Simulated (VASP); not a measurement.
# S (Fd-3m) in VASP: notebook

The runs below take S through relaxation of cell and atoms, with PBE.

Program: VASP 6.6.1. These are calculated values, not measurements. Logs are shortened: lines on timing, memory, paths and dates and some standing lists are left out, and cuts for length are marked.

**1. The cell of the first run**

Symmetry: Fd-3m, No. 227, cubic system. The conventional cell has a = 5.780 Å, b = 5.780 Å, c = 5.780 Å, α = 90.00°, β = 90.00°, γ = 90.00°. Within 3.3 Å of S (site symmetry -43m) lie 4 S at 2.50 Å.

This isn't the form of S at room conditions, which is orthorhombic, of S8 rings.

**2. Relaxation of cell and atoms, PBE**

File INCAR:

```
ALGO = Normal ; EDIFF = 1E-6
EDIFFG = -0.01 ; ENCUT = 600
GGA = PE ; IBRION = 2
ISIF = 3 ; ISMEAR = -1
LASPH = T ; LCHARG = F
LREAL = F ; LWAVE = F
NELM = 100 ; NSW = 80
PREC = Accurate ; SIGMA = 0.02
```

File KPOINTS:

```
k-points
0
Gamma
  6 6 6
```

File POSCAR:

```
S
1.0
    0.0000000000      2.8900000000      2.8900000000
    2.8900000000      0.0000000000      2.8900000000
    2.8900000000      2.8900000000      0.0000000000
S
2
Direct
    0.0000000000      0.0000000000      0.0000000000
    0.2500000000      0.2500000000      0.2500000000
```

Potentials or basis: VASP PAW PBE potentials, release 64 (S).

Run with:

```console
$ cat potpaw_PBE.64/S/POTCAR > POTCAR
$ mpirun -np 1 vasp_std > vasp.out
```

OUTCAR:

```text
EDIFF = 1E-6
   EDIFFG = -0.01
   ENCUT = 600
   GGA = PE
   IBRION = 2
   ISIF = 3
   ISMEAR = -1
   LASPH = T
   LREAL = F
   NELM = 100
   NSW = 80
   PREC = Accurate

 ion  position               nearest neighbor table
   1  0.000  0.000  0.000-   2 2.50   2 2.50   2 2.50   2 2.50
   2  0.250  0.250  0.250-   1 2.50   1 2.50   1 2.50   1 2.50

  LATTYP: Found a face centered cubic cell.
 ALAT       =     5.7800000000

  Lattice vectors:

 A1 = (   0.0000000000,   2.8900000000,   2.8900000000)
 A2 = (   2.8900000000,   0.0000000000,   2.8900000000)
 A3 = (   2.8900000000,   2.8900000000,   0.0000000000)

Analysis of symmetry for initial positions (statically):
=====================================================================
 Subroutine PRICEL returns:
 Original cell was already a primitive cell.

 Routine SETGRP: Setting up the symmetry group for a
 face centered cubic supercell.

 Subroutine GETGRP returns: Found 48 space group operations
 (whereof 24 operations were pure point group operations)
 out of a pool of 48 trial point group operations.

The static configuration has the point symmetry T_d .
 The point group associated with its full space group is O_h .

Analysis of symmetry for dynamics (positions and initial velocities):
=====================================================================
 Subroutine PRICEL returns:
 Original cell was already a primitive cell.

 Routine SETGRP: Setting up the symmetry group for a
 face centered cubic supercell.

 Subroutine GETGRP returns: Found 48 space group operations
 (whereof 24 operations were pure point group operations)
 out of a pool of 48 trial point group operations.

The dynamic configuration has the point symmetry T_d .
 The point group associated with its full space group is O_h .

 Subroutine INISYM returns: Found 48 space group operations
 (whereof 24 operations are pure point group operations),
 and found     1 'primitive' translations

----------------------------------------------------------------------------------------

                                     Primitive cell

  volume of cell :      48.2751

  direct lattice vectors                    reciprocal lattice vectors
     0.000000000  2.890000000  2.890000000    -0.173010381  0.173010381  0.173010381
     2.890000000  0.000000000  2.890000000     0.173010381 -0.173010381  0.173010381
     2.890000000  2.890000000  0.000000000     0.173010381  0.173010381 -0.173010381

  length of vectors
     4.087077195  4.087077195  4.087077195     0.299662769  0.299662769  0.299662769

  position of ions in fractional coordinates (direct lattice)
     0.000000000  0.000000000  0.000000000
     0.250000000  0.250000000  0.250000000

  ion indices of the primitive-cell ions
   primitive index   ion index
                 1           1
                 2           2

----------------------------------------------------------------------------------------

 KPOINTS: k-points

Automatic generation of k-mesh.
 Grid dimensions read from file:
 generate k-points for:    6    6    6

 Generating k-lattice:

  Cartesian coordinates                     Fractional coordinates (reciprocal lattice)
    -0.028835063  0.028835063  0.028835063     0.166666667  0.000000000  0.000000000
     0.028835063 -0.028835063  0.028835063     0.000000000  0.166666667  0.000000000
     0.028835063  0.028835063 -0.028835063     0.000000000  0.000000000  0.166666667

  Length of vectors
     0.049943795  0.049943795  0.049943795

  Shift w.r.t. Gamma in fractional coordinates (k-lattice)
     0.000000000  0.000000000  0.000000000

 Subroutine IBZKPT returns following result:
 ===========================================

 Found     16 irreducible k-points:

 Following reciprocal coordinates:
            Coordinates               Weight
  0.000000  0.000000  0.000000      1.000000
  0.166667  0.000000  0.000000      8.000000
  0.333333  0.000000  0.000000      8.000000
  0.500000  0.000000  0.000000      4.000000
  0.166667  0.166667  0.000000      6.000000
  0.333333  0.166667  0.000000     24.000000
[... 8 lines left out ...]
 -0.333333  0.333333  0.166667     24.000000
 -0.333333  0.500000  0.166667     12.000000
   k-points           NKPTS =     16   k-points in BZ     NKDIM =     16   number of bands    NBANDS=     10
   number of dos      NEDOS =    301   number of ions     NIONS =      2
   total plane-waves  NPLWV =  46656
   dimension x,y,z NGX =    36 NGY =   36 NGZ =   36
   dimension x,y,z NGXF=    72 NGYF=   72 NGZF=   72
   ions per type =               2
   NGX,Y,Z   is equivalent  to a cutoff of  14.64, 14.64, 14.64 a.u.
   NGXF,Y,Z  is equivalent  to a cutoff of  29.29, 29.29, 29.29 a.u.
 SYSTEM =  unknown system
   PREC   = accura    normal or accurate (medium, high low for compatibility)
   ISTART =      0    job   : 0-new  1-cont  2-samecut
   ICHARG =      2    charge: 1-file 2-atom 10-const
   ISPIN  =      1    spin polarized calculation?
[... 35 lines left out ...]
   LRPA    =     F    only Hartree local field effects (RPA)
 conjugate gradient relaxation of ions
 non-spin polarized calculation
  energy-cutoff  :      600.00
  volume of cell :       48.28
 maximum number of plane-waves:      1639
 NGX is ok and might be reduce to    36
   NGX = 17   NGY = 17   NGZ = 17

 number of electron      12.0000000 magnetization

 Free energy of the ion-electron system (eV)
  ---------------------------------------------------
  ext. energy  EPLUGINS =         0.00000000
  ---------------------------------------------------
  free energy    TOTEN  =        -6.25104328 eV

  energy without entropy =       -6.24665278  energy(sigma->0) =       -6.24884803

 E-fermi :   3.4786     XC(G=0):  -8.7233

 val. band max:        3.4527322151   @ k =   0.1667   0.1667   0.0000
 cond. band min:       3.4864705244   @ k =  -0.3333   0.3333   0.0000
 fundamental gap:      0.0337383093
 Fermi energy:         3.4785743493

 k-point     1 :       0.0000    0.0000    0.0000
  band No.  band energies     occupation
      1     -12.2790      2.00000
      2      -5.5955      2.00000
      3      -0.3549      2.00000
      4      -0.3549      2.00000
      5      -0.3549      2.00000
      6       2.5619      2.00000
      7       2.5619      2.00000
      8       2.5619      2.00000
      9       9.1063      0.00000
     10      11.3522      0.00000

 k-point     2 :       0.1667    0.0000    0.0000
  band No.  band energies     occupation
      1     -12.0564      2.00000
      2      -6.2704      2.00000
      3      -0.5974      2.00000
      4      -0.5974      2.00000
      5      -0.3528      2.00000
      6       2.9310      2.00000
      7       2.9310      2.00000
      8       3.0526      2.00000
      9       9.8929      0.00000
     10      10.9171      0.00000

 k-point     3 :       0.3333    0.0000    0.0000
  band No.  band energies     occupation
      1     -11.4772      2.00000
      2      -7.5658      2.00000
      3      -0.9658      2.00000
      4      -0.9658      2.00000
      5      -0.6027      2.00000
      6       3.5017      0.47853
      7       3.5017      0.47852
      8       4.4859      0.00000
      9      10.7390      0.00000
     10      11.0895      0.00000

 k-point     4 :       0.5000    0.0000    0.0000
  band No.  band energies     occupation
      1     -11.0433      2.00000
      2      -8.2998      2.00000
      3      -1.1157      2.00000
      4      -1.1157      2.00000
      5      -0.7595      2.00000
      6       3.7182      0.00001
      7       3.7182      0.00001
      8       5.4696      0.00000
      9      11.0212      0.00000
     10      11.7502      0.00000
[... 118 lines left out ...]
 k-point    14 :       0.5000    0.3333    0.1667
  band No.  band energies     occupation
      1     -10.9220      2.00000
      2      -8.3925      2.00000
      3      -2.1661      2.00000
      4      -1.5646      2.00000
      5       1.3079      2.00000
      6       2.6621      2.00000
      7       4.7616      0.00000
      8       4.7617      0.00000
      9       9.8149      0.00000
     10      10.4237      0.00000

 k-point    15 :      -0.3333    0.3333    0.1667
  band No.  band energies     occupation
      1     -10.4277      2.00000
      2      -9.0314      2.00000
      3      -2.4211      2.00000
      4      -1.7666      2.00000
      5       1.5196      2.00000
      6       3.1814      2.00000
      7       4.7961      0.00000
      8       4.9970      0.00000
      9       9.4102      0.00000
     10      10.5153      0.00000

 k-point    16 :      -0.3333    0.5000    0.1667
  band No.  band energies     occupation
      1      -9.7580      2.00000
      2      -9.7580      2.00000
      3      -2.1919      2.00000
      4      -2.1919      2.00000
      5       2.1949      2.00000
      6       2.1949      2.00000
      7       5.2367      0.00000
      8       5.2367      0.00000
      9       9.9123      0.00000
     10       9.9123      0.00000

------------------------ aborting loop because EDIFF is reached ----------------------------------------

  FORCE on cell =-STRESS in cart. coord.  units (eV):
  Direction    XX          YY          ZZ          XY          YZ          ZX
  --------------------------------------------------------------------------------------
  -------------------------------------------------------------------------------------
  Total       -0.0184484     -0.0184484     -0.0184484      0.0000000      0.0000000      0.0000000
  in kB       -0.6122733     -0.6122733     -0.6122733      0.0000000      0.0000000      0.0000000
  external PRESSURE =      -0.6122733 kB  Pullay stress =       0.0000000 kB

 VOLUME and BASIS-vectors are now :
 -----------------------------------------------------------------------------
  energy-cutoff  :      600.00
  volume of cell :       48.28
      direct lattice vectors                 reciprocal lattice vectors
     0.000000000  2.890000000  2.890000000    -0.173010381  0.173010381  0.173010381
     2.890000000  0.000000000  2.890000000     0.173010381 -0.173010381  0.173010381
     2.890000000  2.890000000  0.000000000     0.173010381  0.173010381 -0.173010381

 POSITION                                       TOTAL-FORCE (eV/Angst)
 -----------------------------------------------------------------------------------
      0.00000      0.00000      0.00000         0.000000      0.000000      0.000000
      1.44500      1.44500      1.44500        -0.000000     -0.000000     -0.000000
 -----------------------------------------------------------------------------------
    total drift:                                0.000000      0.000000      0.000000

  FREE ENERGIE OF THE ION-ELECTRON SYSTEM (eV)
  ---------------------------------------------------
  free  energy   TOTEN  =        -6.2510432828 eV

  energy  without entropy=       -6.2466527767  energy(sigma->0) =       -6.24884803

 reached required accuracy - stopping structural energy minimisation
```

It took 11 s on 1 thread of Intel Xeon Platinum 8559C (Emerald Rapids), shared host; peak memory 0.19 GiB.

Results:

```yaml
Free_energy: -6.2510 eV
Pressure_after_relaxing: -0.1 GPa
Band_gap_on_the_k_mesh: zero (bands 6 and 7 overlap by 1.16 eV)
```

Final structure:
```yaml
crystal:
  lattice:
    - [0.00000, 2.89000, 2.89000]
    - [2.89000, 0.00000, 2.89000]
    - [2.89000, 2.89000, 0.00000]
  atoms:
    - { symbol: S, position: [0.00000, 0.00000, 0.00000] }
    - { symbol: S, position: [0.25000, 0.25000, 0.25000] }
```

Levels at points of the mesh, in eV from the Fermi level:
| k point | band 4 | band 5 | band 6 | band 7 | band 8 | band 9 |
| --- | --- | --- | --- | --- | --- | --- |
| (0.00, 0.00, 0.00) | -3.83 | -3.83 | -0.92 | -0.92 | -0.92 | 5.63 |
| (0.50, 0.00, 0.00) | -4.59 | -4.24 | 0.24 | 0.24 | 1.99 | 7.54 |
| (0.50, 0.50, 0.00) | -5.45 | -1.97 | -1.97 | 2.31 | 2.31 | 6.81 |

Caveat: the relaxation stopped at its first step, so nothing moved.

**3. Relaxation of cell and atoms, PBE, target pressure 20 GPa, at which the enthalpy is minimised**

File INCAR:

```
SYSTEM = S
  ALGO = Normal
  EDIFF = 1E-6
  EDIFFG = -0.01
  ENCUT = 600
  GGA = PE
  IBRION = 2
  ISIF = 3
  ISMEAR = -1
  LASPH = .TRUE.
  LCHARG = .FALSE.
  LREAL = .FALSE.
  LWAVE = .FALSE.
  NELM = 100
  NSW = 80
  PREC = Accurate
  PSTRESS = 200.0
  SIGMA = 0.02
```

File KPOINTS:

```
k-points
0
G
  6 6 6
  0 0 0
```

POSCAR is that of step 2.

Potentials or basis: VASP PAW PBE potentials, release 64 (S).

Run with:

```console
$ cat potpaw_PBE.64/S/POTCAR > POTCAR
$ mpirun -np 1 vasp_std > vasp.out
```

Wall time 34 s (1 thread of Intel Xeon Platinum 8559C (Emerald Rapids), shared host); peak memory 0.2 GiB.

The run converged. Its results:

```yaml
Free_energy: -5.6531 eV
Relaxed_volume: 18.15 Å³/atom
Relaxed_cell: a = 3.716 Å, b = 3.716 Å, c = 3.716 Å, α = 60.00°, β = 60.00°, γ = 60.00°
Space_group_after_relaxing_to_0.1_Å: Fd-3m (No. 227)
Energy_change_on_relaxing_the_run_minimises_the_enthalpy: +299.0 meV/atom
Ionic_steps: 6
Pressure_after_relaxing: 20.0 GPa
Band_gap_on_the_k_mesh: zero (bands 6 and 7 overlap by 2.19 eV)
```

Step by step:
```tsv
step	energy change (eV)	largest force (eV/Å)	pressure (GPa)	volume (Å³)
1	0.0000	0.0000	-0.06	48.28
2	1.8091	0.0000	45.54	30.09
3	0.5806	0.0000	19.59	36.44
4	0.6072	0.0000	20.22	36.22
5	0.5923	0.0000	19.87	36.34
6	0.5980	0.0000	20.00	36.29
```

Final structure:
```cif
data_structure
_symmetry_space_group_name_H-M 'P 1'
_symmetry_Int_Tables_number 1
_cell_length_a 3.7164
_cell_length_b 3.7164
_cell_length_c 3.7164
_cell_angle_alpha 60.000
_cell_angle_beta 60.000
_cell_angle_gamma 60.000
_cell_volume 36.29
loop_
_atom_site_label
_atom_site_type_symbol
_atom_site_fract_x
_atom_site_fract_y
_atom_site_fract_z
_atom_site_occupancy
S1 S 0.00000 0.00000 0.00000 1
S2 S 0.25000 0.25000 0.25000 1
```

Levels at points of the mesh, in eV from the Fermi level:
```csv
k point,band 4,band 5,band 6,band 7,band 8,band 9
"(0.00, 0.00, 0.00)",-4.97,-4.97,-1.38,-1.38,-1.38,5.92
"(0.50, 0.00, 0.00)",-5.99,-4.66,0.09,0.09,3.67,7.86
"(0.50, 0.50, 0.00)",-7.19,-2.49,-2.49,3.67,3.67,7.52
```

Caveat: the cell is relaxed towards a set pressure, so the run minimises the enthalpy, not the energy; the volume moved by over 15 % at a fixed basis, so the end points are rough.

**4. Relaxation of cell and atoms, PBE, target pressure 40 GPa, at which the enthalpy is minimised**

File INCAR:

```
PREC = Accurate
ENCUT = 600
EDIFF = 1E-7
ISMEAR = -1
SIGMA = 0.02
LREAL = False
LASPH = True
NELM = 100
ALGO = Normal
ISIF = 3
LWAVE = False
LCHARG = False
GGA = PE
IBRION = 2
NSW = 80
EDIFFG = -0.01
PSTRESS = 400.0
```

File KPOINTS:

```
regular mesh
0
Gamma
  6 6 6
```

POSCAR is that of step 3.

Run with:

```console
$ cat potpaw_PBE.64/S/POTCAR > POTCAR
$ mpirun -np 1 vasp_std > vasp.out
```

It took 56 s on 1 thread of Intel Xeon Platinum 8559C (Emerald Rapids), shared host; peak memory 0.2 GiB.

Results (log left out):

- Free energy: -4.7125 eV
- Relaxed volume: 15.55 Å³/atom
- Relaxed cell: a = 3.530 Å, b = 3.530 Å, c = 3.530 Å, α = 60.00°, β = 60.00°, γ = 60.00°
- Space group after relaxing (to 0.1 Å): Fd-3m (No. 227)
- Energy change on relaxing (the run minimises the enthalpy): +769.3 meV/atom
- Ionic steps: 7
- Pressure after relaxing: 40.0 GPa
- Band gap on the k mesh: zero (bands 6 and 7 overlap by 3.10 eV)

The path:
| step | energy change (eV) | largest force (eV/Å) | pressure (GPa) | volume (Å³) |
| --- | --- | --- | --- | --- |
| 1 | 0.0000 | 0.0000 | -0.06 | 48.28 |
| 2 | 10.4203 | 0.0000 | 231.37 | 17.19 |
| 3 | 1.2138 | 0.0000 | 33.24 | 32.53 |
| 4 | 1.4728 | 0.0000 | 38.64 | 31.37 |
| 5 | 1.5441 | 0.0000 | 40.12 | 31.08 |
| 6 | 1.5328 | 0.0000 | 39.88 | 31.13 |
| 7 | 1.5386 | 0.0000 | 40.00 | 31.10 |

Final structure:
```cif
data_structure
_symmetry_space_group_name_H-M 'P 1'
_symmetry_Int_Tables_number 1
_cell_length_a 3.5300
_cell_length_b 3.5300
_cell_length_c 3.5300
_cell_angle_alpha 60.000
_cell_angle_beta 60.000
_cell_angle_gamma 60.000
_cell_volume 31.10
loop_
_atom_site_label
_atom_site_type_symbol
_atom_site_fract_x
_atom_site_fract_y
_atom_site_fract_z
_atom_site_occupancy
S1 S 0.00000 0.00000 0.00000 1
S2 S 0.25000 0.25000 0.25000 1
```

Levels at points of the mesh, in eV from the Fermi level:
```
           k point  band 2  band 3  band 4  band 5  band 6  band 7  band 8  band 9  band 10
(0.00, 0.00, 0.00)   -6.27   -5.60   -5.60   -5.60   -1.65   -1.65   -1.65    6.22     6.89
(0.50, 0.00, 0.00)  -13.63   -6.77   -6.77   -4.60   -0.08   -0.08    4.78    9.26     9.87
(0.50, 0.50, 0.00)  -15.51   -8.19   -8.19   -2.87   -2.87    4.66    4.66    8.41     8.41
```

Caveat: the cell is relaxed towards a set pressure, so the run minimises the enthalpy, not the energy; the volume moved by over 15 % at a fixed basis, so the end points are rough.

**5. Relaxation of cell and atoms, PBE, target pressure 60 GPa, at which the enthalpy is minimised**

File INCAR:

```
PREC = Accurate
ENCUT = 600
EDIFF = 1E-7
ISMEAR = -1
SIGMA = 0.02
LREAL = F
LASPH = T
NELM = 100
ALGO = Normal
ISIF = 3
LWAVE = F
LCHARG = F
GGA = PE
IBRION = 2
NSW = 80
EDIFFG = -0.01
PSTRESS = 600.0
```

KPOINTS is that of step 4.

POSCAR is that of step 4.

Run with:

```console
$ cat potpaw_PBE.64/S/POTCAR > POTCAR
$ mpirun -np 1 vasp_std > vasp.out
```

Wall time 1.8 min (1 thread of Intel Xeon Platinum 8559C (Emerald Rapids), shared host); peak memory 0.2 GiB.

It converged, with:

| Quantity | Value |
| --- | --- |
| Free energy | -3.7195 eV |
| Relaxed volume | 13.94 Å³/atom |
| Relaxed cell | a = 3.404 Å, b = 3.404 Å, c = 3.404 Å, α = 60.00°, β = 60.00°, γ = 60.00° |
| Space group after relaxing (to 0.1 Å) | Fd-3m (No. 227) |
| Energy change on relaxing (the run minimises the enthalpy) | +1265.8 meV/atom |
| Ionic steps | 22 |
| Pressure after relaxing | 59.9 GPa |
| Band gap on the k mesh | zero (bands 6 and 7 overlap by 3.81 eV) |

Step by step:
| step | energy change (eV) | largest force (eV/Å) | pressure (GPa) | volume (Å³) |
| --- | --- | --- | --- | --- |
| 1 | 0.0000 | 0.0000 | -0.06 | 48.28 |
| 2 | 53.2982 | 0.0000 | 2196.10 | 8.64 |
| 3 | 0.2316 | 0.0000 | 10.88 | 40.19 |
| 4 | 0.6764 | 0.0000 | 21.81 | 35.69 |
| 5 | 2.6964 | 0.0000 | 63.05 | 27.45 |
| 6 | 2.5282 | 0.0000 | 59.84 | 27.89 |
| 7 | 2.5282 | 0.0000 | 59.85 | 27.89 |
| 8 | 2.5283 | 0.0000 | 59.85 | 27.89 |
| 9 | 2.5283 | 0.0000 | 59.85 | 27.89 |
| 10 | 2.5283 | 0.0000 | 59.85 | 27.89 |
| 11 | 2.5283 | 0.0000 | 59.85 | 27.89 |
| 12 | 2.5283 | 0.0000 | 59.85 | 27.89 |
| 13 | 2.5283 | 0.0000 | 59.85 | 27.89 |
| 14 | 2.5283 | 0.0000 | 59.85 | 27.89 |
| 15 | 2.5283 | 0.0000 | 59.85 | 27.89 |
| 16 | 2.5284 | 0.0000 | 59.85 | 27.89 |
| 17 | 2.5284 | 0.0000 | 59.85 | 27.89 |
| 18 | 2.5285 | 0.0000 | 59.85 | 27.89 |
| 19 | 2.5287 | 0.0000 | 59.86 | 27.89 |
| 20 | 2.5291 | 0.0000 | 59.86 | 27.89 |
| 21 | 2.5299 | 0.0000 | 59.88 | 27.89 |
| 22 | 2.5316 | 0.0000 | 59.92 | 27.88 |

Final structure:
```
S
1.0
     0.00000    2.40676    2.40676
     2.40676    0.00000    2.40676
     2.40676    2.40676    0.00000
S
2
Direct
  0.00000 0.00000 0.00000
  0.25000 0.25000 0.25000
```

Levels at points of the mesh, in eV from the Fermi level:
| k point | band 4 | band 5 | band 6 | band 7 | band 8 | band 9 |
| --- | --- | --- | --- | --- | --- | --- |
| (0.00, 0.00, 0.00) | -5.97 | -5.09 | -1.77 | -1.77 | -1.77 | 6.58 |
| (0.50, 0.00, 0.00) | -7.25 | -4.35 | -0.16 | -0.16 | 5.60 | 9.95 |
| (0.50, 0.50, 0.00) | -8.85 | -3.12 | -3.12 | 5.55 | 5.55 | 9.39 |

Caveat: the cell is relaxed towards a set pressure, so the run minimises the enthalpy, not the energy; the volume moved by over 15 % at a fixed basis, so the end points are rough.

**6. Overview**

| cell | gap on the mesh (eV) | pressure (GPa) |
| --- | --- | --- |
| relaxed | none | -0.1 |
| relaxed to 20 GPa | none | 20.0 |
| relaxed to 40 GPa | none | 40.0 |
| relaxed to 60 GPa | none | 59.9 |

Alike in all rows: task relaxation of cell and atoms; level PBE; potentials or basis VASP PAW PBE potentials, release 64 (S); no spin polarisation; k mesh 6 × 6 × 6; cutoff (eV) 600; smearing fermi-dirac 0.02 eV.

Caveats: the cell is relaxed towards a set pressure, so the run minimises the enthalpy, not the energy (at least some runs); the volume moved by over 15 % at a fixed basis, so the end points are rough (at least some runs); the relaxation stopped at its first step, so nothing moved (at least some runs).

Total energies depend on the potentials used, so only differences within one code and one set of settings carry meaning.
